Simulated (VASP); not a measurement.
# Mn in VASP: notebook

The runs below take Mn through single point, with revPBE.

All numbers are computed with VASP 6.6.1; they aren't measurements. Logs are shortened: lines on timing, memory, paths and dates and some standing lists are left out, and cuts for length are marked.

**1. The cell of the first run**

The typed cell holds 2 atoms: a = 2.528 Å, b = 2.528 Å, c = 4.086 Å, α = 90.00°, β = 90.00°, γ = 119.99°.

This isn't the form of Mn at room conditions, which is a 58-atom cubic cell.

**2. Single point, revPBE (11.31 Å³/atom)**

The input, INCAR:

```
SYSTEM = Mn
PREC = Accurate
ENCUT = 520
EDIFF = 1E-6
ISMEAR = -1
SIGMA = 0.1
LREAL = .False.
LASPH = .True.
NELM = 80
ALGO = Normal
ISIF = 2
LWAVE = .False.
LCHARG = .False.
GGA = RE
NBANDS = 20
```

The input, KPOINTS:

```
regular mesh
0
Gamma
  16 16 9
  0 0 0
```

The input, POSCAR:

```
Mn
1.0
   -1.3970245533      1.6995885362      1.2461194408
    1.6995885362     -1.3970245533      1.2461194408
    2.8478253603      2.8478253603     -0.6919729521
Mn
2
Direct
    0.0416895037      0.9583104963      0.0000000000
    0.7083104963      0.2916895037      0.5000000000
```

Potentials or basis: VASP PAW PBE potentials, release 64 (Mn_pv).

Command:

```bash
$ cat potpaw_PBE.64/Mn_pv/POTCAR > POTCAR
$ mpirun -np 1 vasp_std > vasp.out
```

OUTCAR:

```text
SYSTEM = Mn
   PREC = Accurate
   ENCUT = 520
   EDIFF = 1E-6
   ISMEAR = -1
   LREAL = .False.
   LASPH = .True.
   NELM = 80
   ISIF = 2
   GGA = RE

 ion  position               nearest neighbor table
   1  0.042  0.958  0.000-   2 2.51   2 2.51   2 2.51   2 2.51   2 2.51   2 2.51
   2  0.708  0.292  0.500-   1 2.51   1 2.51   1 2.51   1 2.51   1 2.51   1 2.51

  LATTYP: Found a base centered monoclinic cell.
 ALAT       =     2.5287041287
 B/A-ratio  =     1.7318246840
 C/A-ratio  =     1.6160239824
 COS(beta)  =    -0.0001222373

  Lattice vectors:

 A1 = (  -1.3970245533,   1.6995885362,   1.2461194408)
 A2 = (   1.6995885362,  -1.3970245533,   1.2461194408)
 A3 = (   2.8478253603,   2.8478253603,  -0.6919729521)

Analysis of symmetry for initial positions (statically):
=====================================================================
 Subroutine PRICEL returns:
 Original cell was already a primitive cell.

 Routine SETGRP: Setting up the symmetry group for a
 base centered monoclinic supercell.

 Subroutine GETGRP returns: Found  4 space group operations
 (whereof  2 operations were pure point group operations)
 out of a pool of  4 trial point group operations.

The static configuration has the point symmetry C_2 .
 The point group associated with its full space group is C_2h.

Analysis of symmetry for dynamics (positions and initial velocities):
=====================================================================
 Subroutine PRICEL returns:
 Original cell was already a primitive cell.

 Routine SETGRP: Setting up the symmetry group for a
 base centered monoclinic supercell.

 Subroutine GETGRP returns: Found  4 space group operations
 (whereof  2 operations were pure point group operations)
 out of a pool of  4 trial point group operations.

The dynamic configuration has the point symmetry C_2 .
 The point group associated with its full space group is C_2h.

 Subroutine INISYM returns: Found  4 space group operations
 (whereof  2 operations are pure point group operations),
 and found     1 'primitive' translations

----------------------------------------------------------------------------------------

                                     Primitive cell

  volume of cell :      22.6264

  direct lattice vectors                    reciprocal lattice vectors
    -1.397024553  1.699588536  1.246119441    -0.114115610  0.208817857  0.389748558
     1.699588536 -1.397024553  1.246119441     0.208817857 -0.114115610  0.389748558
[... 82 lines left out ...]
   LASPH  =      T    aspherical Exc in radial PAW
   ENCUT  =  520.0 eV  38.22 Ry    6.18 a.u.   4.70  4.70  7.60*2*pi/ulx,y,z
   NELM   =     80;   NELMIN=  2; NELMDL= -5     # of ELM steps
   EDIFF  = 0.1E-05   stopping-criterion for ELM
   LREAL  =      F    real-space projection
   EDIFFG = 0.1E-04   stopping-criterion for IOM
   NSW    =      0    number of steps for IOM
   IBRION =     -1    ionic relax: 0-MD 1-quasi-New 2-CG
   NFREE  =      0    steps in history (QN), initial steepest desc. (CG)
   ISIF   =      2    stress and relaxation
   ISYM   =      2    0-nonsym 1-usesym 2-fastsym
   POTIM  = 0.5000    time-step for ionic-motion
   TEBEG  =    0.0;   TEEND  =   0.0 temperature during run
   PSTRESS=    0.0 pullay stress
   NELECT =      26.0000    total number of electrons
   NUPDOWN=      -1.0000    fix difference up-down
   EMIN   =  10.00;   EMAX   =-10.00  energy-range for DOS
   EFERMI =   0.00;   METHOD = LEGACY
   ISMEAR =    -1;   SIGMA  =   0.10  broadening in eV -4-tet -1-fermi 0-gaus
   EFERMI_NEDOS =   21; number of points for ismear=-14 and -15
   IALGO  =     38    algorithm
   IMIX   =      4    mixing-type and parameters
     AMIX     =   0.40;   BMIX     =  1.00
     AMIX_MAG =   1.60;   BMIX_MAG =  1.00
  volume/ion in A,a.u.               =      11.31        76.35
  Fermi-wavevector in a.u.,A,eV,Ry     =   1.714723  3.240357 40.004878  2.940276
  Thomas-Fermi vector in A             =   2.792228
   LORBIT       =      0    0 simple, 1 ext, 2 COOP (PROOUT), +10 PAW based schemes
   GGA     = RE    functional components
   LHFCALC =     F    Hartree Fock is set to
   AEXX    =    0.0000 exact exchange contribution
   IVDW    =     0    specifies the selected vdW correction
   LEPSILON=     F    determine dielectric tensor
   LRPA    =     F    only Hartree local field effects (RPA)
 non-spin polarized calculation
  energy-cutoff  :      520.00
  volume of cell :       22.63
 maximum number of plane-waves:       623
   NGX =  9   NGY =  9   NGZ = 15

 number of electron      26.0000010 magnetization

 Free energy of the ion-electron system (eV)
  ---------------------------------------------------
  ext. energy  EPLUGINS =         0.00000000
  ---------------------------------------------------
  free energy    TOTEN  =       -17.04471186 eV

  energy without entropy =      -16.94294769  energy(sigma->0) =      -16.99382978

 E-fermi :   9.7575     XC(G=0): -13.6207

 val. band max:        9.7462215616   @ k =  -0.2500   0.0625   0.0000
 cond. band min:       9.7597193833   @ k =  -0.1250   0.1250   0.1111
 fundamental gap:      0.0134978217
 Fermi energy:         9.7574525916

 k-point     1 :       0.0000    0.0000    0.0000
  band No.  band energies     occupation
      1     -38.4863      2.00000
      2     -37.9387      2.00000
      3     -37.9385      2.00000
      4     -37.8490      2.00000
      5     -37.8489      2.00000
      6     -37.8330      2.00000
[... 541 lines left out ...]
     19      18.4917      0.00000
     20      29.7708      0.00000

 [... further k-points ...]

------------------------ aborting loop because EDIFF is reached ----------------------------------------

  FORCE on cell =-STRESS in cart. coord.  units (eV):
  Direction    XX          YY          ZZ          XY          YZ          ZX
  --------------------------------------------------------------------------------------
  -------------------------------------------------------------------------------------
  Total       -1.3497406     -1.3497406     -1.3443322     -0.0092540      0.0029943      0.0029943
  in kB      -95.5751778    -95.5751778    -95.1922107     -0.6552783      0.2120242      0.2120265
  external PRESSURE =     -95.4475221 kB  Pullay stress =       0.0000000 kB

 VOLUME and BASIS-vectors are now :
 -----------------------------------------------------------------------------
  energy-cutoff  :      520.00
  volume of cell :       22.63
      direct lattice vectors                 reciprocal lattice vectors
    -1.397024553  1.699588536  1.246119441    -0.114115610  0.208817857  0.389748558
     1.699588536 -1.397024553  1.246119441     0.208817857 -0.114115610  0.389748558
     2.847825360  2.847825360 -0.691972952     0.170541797  0.170541797 -0.041408395

 POSITION                                       TOTAL-FORCE (eV/Angst)
 -----------------------------------------------------------------------------------
      1.57049     -1.26793      1.24612         0.000026     -0.000026     -0.000000
      0.93014      2.22025      0.90013        -0.000026      0.000026      0.000000
 -----------------------------------------------------------------------------------
    total drift:                                0.000000      0.000000     -0.000000

  FREE ENERGIE OF THE ION-ELECTRON SYSTEM (eV)
  ---------------------------------------------------
  free  energy   TOTEN  =       -17.0447118589 eV

  energy  without entropy=      -16.9429476922  energy(sigma->0) =      -16.99382978
```

OSZICAR:

```text
N       E                     dE             d eps       ncg     rms          rms(c)
DAV:   1     0.244400852865E+03    0.24440E+03   -0.14702E+04 24736   0.181E+03
DAV:   2    -0.111608784832E+02   -0.25556E+03   -0.24782E+03 24752   0.456E+02
DAV:   3    -0.203429582402E+02   -0.91821E+01   -0.90957E+01 26480   0.102E+02
DAV:   4    -0.204411586603E+02   -0.98200E-01   -0.98190E-01 26624   0.104E+01
DAV:   5    -0.204432798621E+02   -0.21212E-02   -0.21212E-02 26868   0.155E+00    0.175E+01
DAV:   6    -0.172210468648E+02    0.32222E+01   -0.17456E+01 25544   0.539E+01    0.331E+00
DAV:   7    -0.170648451966E+02    0.15620E+00   -0.83223E-01 26076   0.120E+01    0.102E+00
DAV:   8    -0.170489605164E+02    0.15885E-01   -0.57439E-03 26576   0.880E-01    0.501E-01
DAV:   9    -0.170447302573E+02    0.42303E-02   -0.20143E-03 26284   0.513E-01    0.472E-02
DAV:  10    -0.170447223880E+02    0.78693E-05   -0.11803E-04 26316   0.129E-01    0.165E-02
DAV:  11    -0.170447129979E+02    0.93901E-05   -0.43180E-06 26992   0.274E-02    0.577E-03
DAV:  12    -0.170447119531E+02    0.10448E-05   -0.18295E-06 18672   0.178E-02    0.814E-04
DAV:  13    -0.170447118589E+02    0.94237E-07   -0.55395E-08 12696   0.323E-03
   1 F= -.17044712E+02 E0= -.16993830E+02  d E =-.101764E+00
```

stdout:

```text
POSCAR found type information on POSCAR Mn
 POSCAR found :  1 types and       2 ions
 scaLAPACK will be used
 -----------------------------------------------------------------------------
|                                                                             |
|                                                                             |
|     You enforced a specific xc type in the INCAR file but a different       |
|     I HOPE YOU KNOW WHAT YOU ARE DOING!                                     |
|                                                                             |
 -----------------------------------------------------------------------------

 LDA part: xc-table for (Slater+PW92), standard interpolation
 POSCAR, INCAR and KPOINTS ok, starting setup
 FFT: planning ... GRIDC
 FFT: planning ... GRID_SOFT
 FFT: planning ... GRID
 WAVECAR not read
 entering main loop
```

Run time: 4.1 min. Hardware: 1 thread of AMD EPYC 7R43 (Zen 3), shared host; peak memory 0.28 GiB.

Results:

| Item | Value |
| --- | --- |
| Free energy | -17.0447 eV |
| Pressure | -9.5 GPa |
| Band gap on the k mesh | zero (bands 13 and 14 overlap by 1.81 eV) |

Caveat: the cell stands under tension; the PAW data sets were made with another functional, which shifts forces and pressure a little; the run has no spin polarisation, though such a crystal can be magnetic. Spin polarisation is off, so any magnetic state and its effect on volume and gap are missing.

**3. Single point, revPBE (11.75 Å³/atom)**

This run uses another cell than the first one, of 11.75 Å³/atom.

The input, INCAR:

```
SYSTEM = Mn
PREC = Accurate
ENCUT = 520
EDIFF = 1E-6
ISMEAR = -1
SIGMA = 0.1
LREAL = .False.
LASPH = .True.
NELM = 100
ALGO = Normal
ISIF = 2
LWAVE = .False.
LCHARG = .True.
GGA = RE
LELF = .True.
LVHAR = .True.
NBANDS = 20
```

The input, KPOINTS:

```
Automatic mesh
0
Gamma
  16 16 9
  0 0 0
```

The input, POSCAR:

```
Mn
1.0
   -1.4147102859      1.7211045992      1.2618947793
    1.7211045992     -1.4147102859      1.2618947793
    2.8838776098      2.8838776098     -0.7007330333
Mn
2
Direct
    0.0416895037      0.9583104963      0.0000000000
    0.7083104963      0.2916895037      0.5000000000
```

Potentials or basis: VASP PAW PBE potentials, release 64 (Mn_pv).

Command:

```bash
$ cat potpaw_PBE.64/Mn_pv/POTCAR > POTCAR
$ mpirun -np 1 vasp_std > vasp.out
```

Run time: 3.9 min. Hardware: 1 thread of AMD EPYC 7R43 (Zen 3), shared host; peak memory 0.28 GiB.

Results (log left out):

```
Free energy            : -16.9717 eV
Pressure               : -17.2 GPa
Band gap on the k mesh : zero (bands 13 and 14 overlap by 1.71 eV)
```

Stress tensor (GPa, compression positive):
```
-17.22  -0.10   0.03
 -0.10 -17.22   0.03
  0.03   0.03 -17.14
```

Levels at points of the mesh, in eV from the Fermi level:
```
           k point  band 9  band 10  band 11  band 12  band 13  band 14  band 15  band 16  band 17  band 18
(0.00, 0.00, 0.00)   -0.84    -0.83    -0.83    -0.42    -0.42     0.04     0.04     0.62     1.41     1.41
(0.50, 0.00, 0.00)   -3.24    -1.30    -1.01    -0.83    -0.37     1.58     1.72     1.77     3.17     5.07
(0.50, 0.50, 0.00)   -3.24    -1.30    -1.01    -0.83    -0.37     1.58     1.72     1.77     3.17     5.07
```

Caveat: the cell stands under tension; the PAW data sets were made with another functional, which shifts forces and pressure a little; the run has no spin polarisation, though such a crystal can be magnetic.

**4. Single point, revPBE (12.18 Å³/atom)**

This run uses another cell than the first one, of 12.18 Å³/atom.

The input, INCAR:

```
SYSTEM = Mn
ALGO = Normal
EDIFF = 1E-6
ENCUT = 520
GGA = RE
ISIF = 2
ISMEAR = -1
LASPH = .TRUE.
LCHARG = .FALSE.
LREAL = .FALSE.
LWAVE = .FALSE.
NBANDS = 20
NELM = 80
PREC = Accurate
SIGMA = 0.1
```

The input, KPOINTS:

```
k-points
0
G
  16 16 9
  0 0 0
```

The input, POSCAR:

```
Mn
1.0
   -1.4319645509      1.7420957485      1.2772852568
    1.7420957485     -1.4319645509      1.2772852568
    2.9190503154      2.9190503154     -0.7092794004
Mn
2
Direct
    0.0416895037      0.9583104963      0.0000000000
    0.7083104963      0.2916895037      0.5000000000
```

Command:

```bash
$ cat potpaw_PBE.64/Mn_pv/POTCAR > POTCAR
$ mpirun -np 1 vasp_std > vasp.out
```

Run time: 4.3 min. Hardware: 1 thread of AMD EPYC 7R43 (Zen 3), shared host; peak memory 0.29 GiB.

Results (log left out):

```yaml
Free_energy: -16.8614 eV
Pressure: -23.3 GPa
Band_gap_on_the_k_mesh: zero (bands 13 and 14 overlap by 1.63 eV)
```

Stress tensor (GPa, compression positive):
```
-23.34  -0.14   0.04
 -0.14 -23.34   0.04
  0.04   0.04 -23.23
```

Levels at points of the mesh, in eV from the Fermi level:
| k point | band 11 | band 12 | band 13 | band 14 | band 15 | band 16 |
| --- | --- | --- | --- | --- | --- | --- |
| (0.00, 0.00, 0.00) | -0.78 | -0.40 | -0.40 | 0.03 | 0.04 | 0.59 |
| (0.50, 0.00, 0.00) | -0.96 | -0.79 | -0.36 | 1.49 | 1.63 | 1.67 |
| (0.50, 0.50, 0.00) | -0.96 | -0.79 | -0.36 | 1.49 | 1.63 | 1.67 |

Caveat: the cell stands under tension; the PAW data sets were made with another functional, which shifts forces and pressure a little; the run has no spin polarisation, though such a crystal can be magnetic.

**5. Single point, revPBE, collinear spin, ferromagnetic start (11.30 Å³/atom)**

The input, INCAR:

```
SYSTEM = Mn
PREC     = Accurate       ! precision mode
ENCUT    = 500            ! plane-wave cutoff, eV
EDIFF    = 1E-6           ! SCF threshold, eV
ISMEAR   = -1             ! smearing method
SIGMA    = 0.05           ! smearing width, eV
LREAL    = .False.        ! projectors in reciprocal space
LASPH    = .True.         ! aspherical terms in the spheres
NELM     = 200            ! most SCF steps
ALGO     = Normal         ! electronic algorithm
ISIF     = 2              ! what is computed and relaxed
LWAVE    = .False.        ! write WAVECAR
LCHARG   = .False.        ! write CHGCAR
ISPIN    = 2              ! spin polarisation
MAGMOM   = 3 3            ! initial moments
LORBIT   = 11             ! projections on sites
LMAXMIX  = 4              ! l up to which the mixer works
GGA      = RE             ! functional
NBANDS   = 24             ! bands
GGA_COMPAT= .False.
```

The input, KPOINTS:

```
regular mesh
0
Gamma
  18 18 9
  0 0 0
```

The input, POSCAR:

```
Mn
1.0
   -1.6980770558      1.3964701818      1.2446566124
    1.3964701818     -1.6980770558      1.2446566124
    3.1506851938      3.1506851938     -1.7970501545
Mn
2
Direct
    0.9584853152      0.0415146848      0.0000000000
    0.7915146848      0.2084853152      0.5000000000
```

Command:

```bash
$ cat potpaw_PBE.64/Mn_pv/POTCAR > POTCAR
$ mpirun -np 1 vasp_std > vasp.out
```

It took 4.9 min on 1 thread of Intel Xeon 6975P-C (Granite Rapids), shared host; peak memory 0.57 GiB.

The run converged. Its results:

- Free energy: -17.0070 eV
- Pressure: -9.7 GPa
- Band gap on the k mesh: zero (filled and empty bands overlap)
- Net moment: 0.00 μB per cell
- Valence electrons inside the program's atomic spheres: Mn 11.88

Levels at points of the mesh, in eV from the Fermi level:
Spin up:
```
           k point  band 9  band 10  band 11  band 12  band 13  band 14  band 15  band 16  band 17  band 18
(0.00, 0.00, 0.00)   -0.89    -0.87    -0.86    -0.43    -0.43     0.05     0.06     0.66     1.50     1.50
(0.50, 0.00, 0.00)   -2.45    -2.44     0.19     0.19     0.79     0.79     1.81     1.81     2.99     2.99
(0.50, 0.50, 0.00)   -3.41    -1.31    -1.06    -0.87    -0.39     1.69     1.83     1.89     3.35     5.33
```
Spin down:
```tsv
k point	band 10	band 11	band 12	band 13	band 14	band 15	band 16	band 17
(0.00, 0.00, 0.00)	-0.87	-0.86	-0.43	-0.43	0.05	0.06	0.66	1.50
(0.50, 0.00, 0.00)	-2.44	0.19	0.19	0.79	0.79	1.81	1.81	2.99
(0.50, 0.50, 0.00)	-1.31	-1.05	-0.87	-0.39	1.69	1.83	1.89	3.35
```

Caveat: the cell stands under tension; the PAW data sets were made with another functional, which shifts forces and pressure a little.

**6. Summary**

```tsv
cell	gap on the mesh (eV)	pressure (GPa)
a = 2.528, b = 2.528, c = 4.086 Å, angles 90.0, 90.0, 120.0°, 2 atoms	none	-9.5
a = 2.560, b = 2.560, c = 4.138 Å, angles 90.0, 90.0, 120.0°, 2 atoms	none	-17.2
a = 2.592, b = 2.592, c = 4.189 Å, angles 90.0, 90.0, 120.0°, 2 atoms	none	-23.3
```

Alike in all rows: task single point; level revPBE; potentials or basis VASP PAW PBE potentials, release 64 (Mn_pv); no spin polarisation; k mesh 16 × 16 × 9; cutoff (eV) 520; smearing fermi-dirac 0.1 eV.

Caveats: the cell stands under tension; the PAW data sets were made with another functional, which shifts forces and pressure a little; the run has no spin polarisation, though such a crystal can be magnetic.

Total energies depend on the potentials used, so only differences within one code and one set of settings carry meaning.
